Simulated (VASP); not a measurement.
The system is NaLiAlCl4.

```xyz
7
Lattice="0.0000 4.3723 4.3723 4.3723 0.0000 4.3723 4.3723 4.3723 0.0000" Properties=species:S:1:pos:R:3 pbc="T T T"
Na    0.0000    0.0000    0.0000
Li    2.1862    2.1862    2.1862
Al    4.3723    4.3723    4.3723
Cl    5.4588    3.2859    5.4588
Cl    3.2859    3.2859    3.2859
Cl    3.2859    5.4588    5.4588
Cl    5.4588    5.4588    3.2859
```

| Item | Value |
| --- | --- |
| Program | VASP 6.6.1 |
| Task | relaxation of cell and atoms |
| Functional | PBE |
| Potentials or basis | VASP PAW PBE potentials, release 64 (Na_pv, Li_sv, Al, Cl) |
| Cutoff | 600 eV |
| k mesh | 4 × 4 × 4 |
| Occupations | gaussian, width 0.1 eV |
| Spin | no spin polarisation |

At the start: pressure 26.7 GPa; volume 23.88 Å³/atom.

Q: Where does the relaxation end?

A: Over 10 steps the energy falls by 834.3 meV/atom and the volume is 42.75 Å³/atom (+79.0 %); space group F-43m (No. 216, to 0.05 Å).

The path:
```
step  energy change (eV)  largest force (eV/Å)  pressure (GPa)  volume (Å³)
   1              0.0000                3.7256           26.72       167.18
   2             -4.4138                2.1684            1.02       283.27
   3             -4.3844                2.6135            3.38       235.88
   4             -4.4385                2.2840            1.83       266.24
   5             -5.2171                1.2288           -0.22       292.03
   6             -5.4786                0.7179           -1.53       329.62
   7             -5.7896                0.3872           -0.85       309.59
   8             -5.8366                0.1268           -0.05       300.07
   9             -5.8372                0.0558           -0.16       301.14
  10             -5.8399                0.0243           -0.14       299.23
```

Final structure:
```
Na Li Al Cl
1.0
     0.00000    5.30875    5.30875
     5.30875    0.00000    5.30875
     5.30875    5.30875    0.00000
Na Li Al Cl
1 1 1 4
Direct
  0.00000 0.00000 0.00000
  0.25000 0.25000 0.25000
  0.50000 0.50000 0.50000
  0.38214 0.85359 0.38214
  0.38214 0.38214 0.38214
  0.85359 0.38214 0.38214
  0.38214 0.38214 0.85359
```

Caveat: the cutoff is under 1.25 times the usual one of these potentials, so pressure, stress and relaxed cells hold a basis-set (Pulay) error; the volume moved by over 15 % at a fixed basis, so the end points are rough; an odd number of electrons without spin polarisation forces a metal; a magnetic or distorted state may lie lower.
